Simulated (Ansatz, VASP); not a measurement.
## Y5N in VASP and in Ansatz

File INCAR:

```
SYSTEM = Y5N
PREC     = Accurate       ! precision mode
ENCUT    = 600            ! plane-wave cutoff, eV
EDIFF    = 1E-6           ! SCF threshold, eV
ISMEAR   = 0              ! smearing method
SIGMA    = 0.1            ! smearing width, eV
LREAL    = .FALSE.        ! projectors in reciprocal space
LASPH    = .TRUE.         ! aspherical terms in the spheres
NELM     = 80             ! most SCF steps
ALGO     = Normal         ! electronic algorithm
ISIF     = 3              ! what is computed and relaxed
LWAVE    = .FALSE.        ! write WAVECAR
LCHARG   = .FALSE.        ! write CHGCAR
GGA      = PE             ! functional
IBRION   = 2              ! ionic algorithm
NSW      = 90             ! ionic steps
EDIFFG   = -0.04          ! ionic threshold
```

File KPOINTS:

```
Automatic mesh
0
G
  6 6 4
  0 0 0
```

POSCAR

```
Y5N
1.0
    5.6215624900      0.0000000000      0.0000000000
   -2.8107812400      4.8684159200      0.0000000000
    0.0000000000      0.0000000000      4.4323202800
Y N
5 1
Direct
    0.6666666700      0.3333333300      0.0000000000
    0.5000000000      0.0000000000      0.5000000000
    0.5000000000      0.5000000000      0.5000000000
    0.0000000000      0.5000000000      0.5000000000
    0.3333333300      0.6666666700      0.0000000000
    0.0000000000      0.0000000000      0.0000000000
```

Input for Ansatz:

```yaml
crystal:
  lattice:
    - [5.62156249, 0.0, 0.0]
    - [-2.81078124, 4.86841592, 0.0]
    - [0.0, 0.0, 4.43232028]
  atoms:
    - { symbol: "Y", position: [0.66666667, 0.33333333, 0.0] }
    - { symbol: "Y", position: [0.5, 0.0, 0.5] }
    - { symbol: "Y", position: [0.5, 0.5, 0.5] }
    - { symbol: "Y", position: [0.0, 0.5, 0.5] }
    - { symbol: "Y", position: [0.33333333, 0.66666667, 0.0] }
    - { symbol: "N", position: [0.0, 0.0, 0.0] }
basis:
  ecutwfc: 420
kpoints:
  mp_grid: { grid: [6, 6, 4] }
hamiltonian:
  xc: pbe
scf:
  occupations: { method: gaussian, width: 0.1 }
  lower_state_search: "off"
output:
  forces: true
  stress: true
  eigenvalues: true
relax:
  adjacent_minimum: "off"
  f_tol: 0.04
  max_steps: 70
  cell: { stress_tol: 0.4 }
```

Change from the starting cell: species swapped into the KAu5 type (P6/mmm, No. 191).

Alike in both runs: task relaxation of cell and atoms; functional PBE; k mesh 6 × 6 × 4; occupations gaussian, width 0.1 eV; no spin polarisation.

|  | VASP | Ansatz |
| --- | --- | --- |
| version | VASP 6.6.1 | Ansatz 0.2.0 |
| potentials or method | VASP PAW PBE potentials, release 64 (Y_sv, N), cutoff 600 eV | scalar-relativistic, plane waves, PAW |
| valence electrons in the cell | 60 | 60 |

```tsv
	VASP	Ansatz	Ansatz less VASP
gap on the k mesh at the Fermi level, each at its own relaxed structure (eV)	none	none	-
relaxed volume (Å³/atom)	33.01	33.35	+0.343
relaxed length of the cell vector where the two differ most in proportion (Å)	5.975	6.036	+0.0609
```

A gap of «none» marks a metal or a gap that the smearing closes.

Noted on VASP's run: the volume moved by over 15 % at a fixed basis, so the end points are rough.
